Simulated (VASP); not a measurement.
# Hg3Pt in VASP: further runs

Runs on Hg3Pt. Level: PBE. Tasks: single point.

All numbers are computed with VASP 6.6.1; they aren't measurements. Logs are shortened: lines on timing, memory, paths and dates and some standing lists are left out, and cuts for length are marked.

**1. The cell of the first run**

The structure is cubic, space group Pm-3m (No. 221). Conventional cell: a = 4.401 Å, b = 4.401 Å, c = 4.401 Å, α = 90.00°, β = 90.00°, γ = 90.00°. Hg (site symmetry 4/mmm) has 8 Hg at 3.11 Å and 4 Pt at 3.11 Å within 4.1 Å. Within 4.1 Å of Pt (site symmetry m-3m) lie 12 Hg at 3.11 Å.

**2. Single point, PBE**

INCAR reads:

```
SYSTEM = Hg3Pt
PREC     = Accurate       ! precision mode
ENCUT    = 520            ! plane-wave cutoff, eV
EDIFF    = 1E-6           ! SCF threshold, eV
ISMEAR   = -1             ! smearing method
SIGMA    = 0.05           ! smearing width, eV
LREAL    = .FALSE.        ! projectors in reciprocal space
LASPH    = .TRUE.         ! aspherical terms in the spheres
NELM     = 80             ! most SCF steps
ALGO     = Normal         ! electronic algorithm
ISIF     = 2              ! what is computed and relaxed
LWAVE    = .FALSE.        ! write WAVECAR
LCHARG   = .TRUE.         ! write CHGCAR
GGA      = PE             ! functional
LELF     = .TRUE.         ! ELF
LVHAR    = .TRUE.       
NBANDS   = 31             ! bands
```

KPOINTS reads:

```
Automatic mesh
0
G
  6 6 6
  0 0 0
```

POSCAR reads:

```
Hg3Pt
1.0
    4.4013883584      0.0000000000      0.0000000000
    0.0000000000      4.4013883584      0.0000000000
    0.0000000000      0.0000000000      4.4013883584
Hg Pt
3 1
Direct
    0.5000000000      0.5000000000      0.0000000000
    0.5000000000      0.0000000000      0.5000000000
    0.0000000000      0.5000000000      0.5000000000
    0.0000000000      0.0000000000      0.0000000000
```

Potentials or basis: VASP PAW PBE potentials, release 64 (Hg, Pt).

The run is started by

```sh
cat potpaw_PBE.64/Hg/POTCAR potpaw_PBE.64/Pt/POTCAR > POTCAR
mpirun -np 1 vasp_std > vasp.out
```

OUTCAR:

```text
SYSTEM = Hg3Pt
   PREC = Accurate
   ENCUT = 520
   EDIFF = 1E-6
   ISMEAR = -1
   LREAL = .FALSE.
   LASPH = .TRUE.
   NELM = 80
   ISIF = 2
   GGA = PE

 ion  position               nearest neighbor table
   1  0.500  0.500  0.000-   2 3.11   3 3.11   4 3.11   2 3.11   3 3.11   2 3.11   4 3.11   2 3.11
                             3 3.11   4 3.11   3 3.11   4 3.11
   2  0.500  0.000  0.500-   1 3.11   3 3.11   4 3.11   1 3.11   4 3.11   1 3.11   3 3.11   1 3.11
                             3 3.11   4 3.11   4 3.11   3 3.11
   3  0.000  0.500  0.500-   1 3.11   2 3.11   4 3.11   1 3.11   4 3.11   2 3.11   4 3.11   4 3.11
                             1 3.11   2 3.11   1 3.11   2 3.11
   4  0.000  0.000  0.000-   1 3.11   2 3.11   3 3.11   2 3.11   3 3.11   1 3.11   3 3.11   3 3.11
                             1 3.11   2 3.11   2 3.11   1 3.11

  LATTYP: Found a simple cubic cell.
 ALAT       =     4.4013883584

  Lattice vectors:

 A1 = (   4.4013883584,   0.0000000000,   0.0000000000)
 A2 = (   0.0000000000,   4.4013883584,   0.0000000000)
 A3 = (   0.0000000000,   0.0000000000,   4.4013883584)

Analysis of symmetry for initial positions (statically):
=====================================================================
 Subroutine PRICEL returns:
 Original cell was already a primitive cell.

 Routine SETGRP: Setting up the symmetry group for a
 simple cubic supercell.

 Subroutine GETGRP returns: Found 48 space group operations
 (whereof 48 operations were pure point group operations)
 out of a pool of 48 trial point group operations.

The static configuration has the point symmetry O_h .

Analysis of symmetry for dynamics (positions and initial velocities):
=====================================================================
 Subroutine PRICEL returns:
 Original cell was already a primitive cell.

 Routine SETGRP: Setting up the symmetry group for a
 simple cubic supercell.

 Subroutine GETGRP returns: Found 48 space group operations
 (whereof 48 operations were pure point group operations)
 out of a pool of 48 trial point group operations.

The dynamic configuration has the point symmetry O_h .

 Subroutine INISYM returns: Found 48 space group operations
 (whereof 48 operations are pure point group operations),
 and found     1 'primitive' translations

----------------------------------------------------------------------------------------

                                     Primitive cell

  volume of cell :      85.2647

  direct lattice vectors                    reciprocal lattice vectors
     4.401388358  0.000000000  0.000000000     0.227201037  0.000000000  0.000000000
     0.000000000  4.401388358  0.000000000     0.000000000  0.227201037  0.000000000
     0.000000000  0.000000000  4.401388358     0.000000000  0.000000000  0.227201037

  length of vectors
     4.401388358  4.401388358  4.401388358     0.227201037  0.227201037  0.227201037

  position of ions in fractional coordinates (direct lattice)
     0.500000000  0.500000000  0.000000000
     0.500000000  0.000000000  0.500000000
     0.000000000  0.500000000  0.500000000
     0.000000000  0.000000000  0.000000000

  ion indices of the primitive-cell ions
   primitive index   ion index
                 1           1
                 2           2
                 3           3
                 4           4

----------------------------------------------------------------------------------------

 KPOINTS: Automatic mesh

Automatic generation of k-mesh.
 Grid dimensions read from file:
 generate k-points for:    6    6    6

 Generating k-lattice:

  Cartesian coordinates                     Fractional coordinates (reciprocal lattice)
     0.037866840  0.000000000  0.000000000     0.166666667  0.000000000  0.000000000
     0.000000000  0.037866840  0.000000000     0.000000000  0.166666667  0.000000000
     0.000000000  0.000000000  0.037866840     0.000000000  0.000000000  0.166666667

  Length of vectors
     0.037866840  0.037866840  0.037866840

  Shift w.r.t. Gamma in fractional coordinates (k-lattice)
     0.000000000  0.000000000  0.000000000

 Subroutine IBZKPT returns following result:
 ===========================================

 Found     20 irreducible k-points:

 Following reciprocal coordinates:
            Coordinates               Weight
  0.000000  0.000000  0.000000      1.000000
  0.166667  0.000000  0.000000      6.000000
  0.333333  0.000000  0.000000      6.000000
  0.500000  0.000000  0.000000      3.000000
  0.166667  0.166667  0.000000     12.000000
  0.333333  0.166667  0.000000     24.000000
[... 12 lines left out ...]
  0.500000  0.500000  0.333333      6.000000
  0.500000  0.500000  0.500000      1.000000
   k-points           NKPTS =     20   k-points in BZ     NKDIM =     20   number of bands    NBANDS=     31
   number of dos      NEDOS =    301   number of ions     NIONS =      4
   total plane-waves  NPLWV =  46656
   dimension x,y,z NGX =    36 NGY =   36 NGZ =   36
   dimension x,y,z NGXF=    72 NGYF=   72 NGZF=   72
   ions per type =               3   1
   NGX,Y,Z   is equivalent  to a cutoff of  13.60, 13.60, 13.60 a.u.
   NGXF,Y,Z  is equivalent  to a cutoff of  27.20, 27.20, 27.20 a.u.
 SYSTEM =  Hg3Pt
   PREC   = accura    normal or accurate (medium, high low for compatibility)
   ISTART =      0    job   : 0-new  1-cont  2-samecut
   ICHARG =      2    charge: 1-file 2-atom 10-const
   ISPIN  =      1    spin polarized calculation?
   LNONCOLLINEAR =      F non collinear calculations
   LSORBIT =      F    spin-orbit coupling
   LASPH  =      T    aspherical Exc in radial PAW
   ENCUT  =  520.0 eV  38.22 Ry    6.18 a.u.   8.18  8.18  8.18*2*pi/ulx,y,z
   NELM   =     80;   NELMIN=  2; NELMDL= -5     # of ELM steps
   EDIFF  = 0.1E-05   stopping-criterion for ELM
   LREAL  =      F    real-space projection
   EDIFFG = 0.1E-04   stopping-criterion for IOM
   NSW    =      0    number of steps for IOM
   IBRION =     -1    ionic relax: 0-MD 1-quasi-New 2-CG
   NFREE  =      0    steps in history (QN), initial steepest desc. (CG)
   ISIF   =      2    stress and relaxation
   ISYM   =      2    0-nonsym 1-usesym 2-fastsym
   POTIM  = 0.5000    time-step for ionic-motion
   TEBEG  =    0.0;   TEEND  =   0.0 temperature during run
   PSTRESS=    0.0 pullay stress
   NELECT =      46.0000    total number of electrons
   NUPDOWN=      -1.0000    fix difference up-down
   EMIN   =  10.00;   EMAX   =-10.00  energy-range for DOS
   EFERMI =   0.00;   METHOD = LEGACY
   ISMEAR =    -1;   SIGMA  =   0.05  broadening in eV -4-tet -1-fermi 0-gaus
   EFERMI_NEDOS =   21; number of points for ismear=-14 and -15
   IALGO  =     38    algorithm
   IMIX   =      4    mixing-type and parameters
     AMIX     =   0.40;   BMIX     =  1.00
     AMIX_MAG =   1.60;   BMIX_MAG =  1.00
  volume/ion in A,a.u.               =      21.32       143.85
  Fermi-wavevector in a.u.,A,eV,Ry     =   1.332716  2.518469 24.165758  1.776133
  Thomas-Fermi vector in A             =   2.461630
   LORBIT       =      0    0 simple, 1 ext, 2 COOP (PROOUT), +10 PAW based schemes
   GGA     = PE    functional components
   LHFCALC =     F    Hartree Fock is set to
   AEXX    =    0.0000 exact exchange contribution
   IVDW    =     0    specifies the selected vdW correction
   LEPSILON=     F    determine dielectric tensor
   LRPA    =     F    only Hartree local field effects (RPA)
 non-spin polarized calculation
  energy-cutoff  :      520.00
  volume of cell :       85.26
 maximum number of plane-waves:      2320
 NGX is ok and might be reduce to    36
   NGX = 17   NGY = 17   NGZ = 17

 number of electron      45.9999995 magnetization

 Free energy of the ion-electron system (eV)
  ---------------------------------------------------
  ext. energy  EPLUGINS =         0.00000000
  ---------------------------------------------------
  free energy    TOTEN  =        -5.73278496 eV

  energy without entropy =       -5.71819646  energy(sigma->0) =       -5.72549071

 E-fermi :   4.2691     XC(G=0): -11.4580

 val. band max:        4.2321360980   @ k =   0.3333   0.1667   0.0000
 cond. band min:       4.2906690892   @ k =   0.0000   0.0000   0.0000
 fundamental gap:      0.0585329912
 Fermi energy:         4.2691388613

 k-point     1 :       0.0000    0.0000    0.0000
  band No.  band energies     occupation
      1      -5.1798      2.00000
      2      -4.1353      2.00000
      3      -3.9008      2.00000
      4      -3.9008      2.00000
      5      -3.9008      2.00000
      6      -3.6506      2.00000
[... 23 lines left out ...]
     30      11.7792      0.00000
     31      12.4921      0.00000

 k-point     2 :       0.1667    0.0000    0.0000
  band No.  band energies     occupation
      1      -4.9322      2.00000
      2      -4.0164      2.00000
      3      -3.8575      2.00000
      4      -3.7962      2.00000
      5      -3.7962      2.00000
      6      -3.5951      2.00000
[... 23 lines left out ...]
     30      11.5315      0.00000
     31      11.6861      0.00000

 k-point     3 :       0.3333    0.0000    0.0000
  band No.  band energies     occupation
      1      -4.2984      2.00000
      2      -3.7577      2.00000
      3      -3.7031      2.00000
      4      -3.4950      2.00000
      5      -3.4950      2.00000
      6      -3.4281      2.00000
[... 23 lines left out ...]
     30      11.2044      0.00000
     31      12.4706      0.00000

 k-point     4 :       0.5000    0.0000    0.0000
  band No.  band energies     occupation
      1      -3.9049      2.00000
      2      -3.6980      2.00000
      3      -3.5329      2.00000
      4      -3.1407      2.00000
      5      -3.1407      2.00000
      6      -3.1068      2.00000
[... 499 lines left out ...]
     30      15.7201      0.00000
     31      15.7217      0.00000

 k-point    19 :       0.5000    0.5000    0.3333
  band No.  band energies     occupation
      1      -3.9187      2.00000
      2      -3.9187      2.00000
      3      -3.9002      2.00000
      4      -3.8506      2.00000
      5      -3.0937      2.00000
      6      -3.0937      2.00000
[... 23 lines left out ...]
     30      16.2858      0.00000
     31      16.2858      0.00000

 k-point    20 :       0.5000    0.5000    0.5000
  band No.  band energies     occupation
      1      -4.0194      2.00000
      2      -4.0194      2.00000
      3      -4.0194      2.00000
      4      -3.9616      2.00000
      5      -3.0965      2.00000
      6      -3.0965      2.00000
[... 23 lines left out ...]
     30      17.5103      0.00000
     31      17.5104      0.00000

------------------------ aborting loop because EDIFF is reached ----------------------------------------

  FORCE on cell =-STRESS in cart. coord.  units (eV):
  Direction    XX          YY          ZZ          XY          YZ          ZX
  --------------------------------------------------------------------------------------
  -------------------------------------------------------------------------------------
  Total       -1.8807594     -1.8807594     -1.8807594     -0.0000000      0.0000000     -0.0000000
  in kB      -35.3406677    -35.3406677    -35.3406677     -0.0000000      0.0000000     -0.0000000
  external PRESSURE =     -35.3406677 kB  Pullay stress =       0.0000000 kB

 VOLUME and BASIS-vectors are now :
 -----------------------------------------------------------------------------
  energy-cutoff  :      520.00
  volume of cell :       85.26
      direct lattice vectors                 reciprocal lattice vectors
     4.401388358  0.000000000  0.000000000     0.227201037  0.000000000  0.000000000
     0.000000000  4.401388358  0.000000000     0.000000000  0.227201037  0.000000000
     0.000000000  0.000000000  4.401388358     0.000000000  0.000000000  0.227201037

 POSITION                                       TOTAL-FORCE (eV/Angst)
 -----------------------------------------------------------------------------------
      2.20069      2.20069      0.00000         0.000000      0.000000      0.000000
      2.20069      0.00000      2.20069         0.000000      0.000000      0.000000
      0.00000      2.20069      2.20069         0.000000      0.000000      0.000000
      0.00000      0.00000      0.00000         0.000000      0.000000      0.000000
 -----------------------------------------------------------------------------------
    total drift:                                0.000000      0.000000      0.000000

  FREE ENERGIE OF THE ION-ELECTRON SYSTEM (eV)
  ---------------------------------------------------
  free  energy   TOTEN  =        -5.7327849629 eV

  energy  without entropy=       -5.7181964645  energy(sigma->0) =       -5.72549071
```

Wall time 20 s (1 thread of Intel Xeon 6975P-C (Granite Rapids), shared host); peak memory 0.22 GiB.

What came out:

- Free energy: -5.7328 eV
- Pressure: -3.5 GPa
- Band gap on the k mesh: zero (bands 23 and 24 overlap by 2.38 eV)

Levels at points of the mesh, in eV from the Fermi level:
```
           k point  band 20  band 21  band 22  band 23  band 24  band 25  band 26  band 27
(0.00, 0.00, 0.00)    -1.48    -1.48     0.02     0.02     0.02     1.85     1.85     2.99
(0.50, 0.00, 0.00)    -2.27    -1.84    -1.53     0.80     2.49     3.86     3.86     3.97
(0.50, 0.50, 0.00)    -2.27    -2.27    -1.82    -1.08    -0.60     4.87     5.40     5.40
(0.50, 0.50, 0.50)    -1.54    -1.54    -1.33    -1.33    -1.33     0.38     0.38     0.38
```

Caveat: the cell stands under tension; spin-orbit coupling is left out, which moves the levels of the heavy elements.

[end of part 1 of 2]
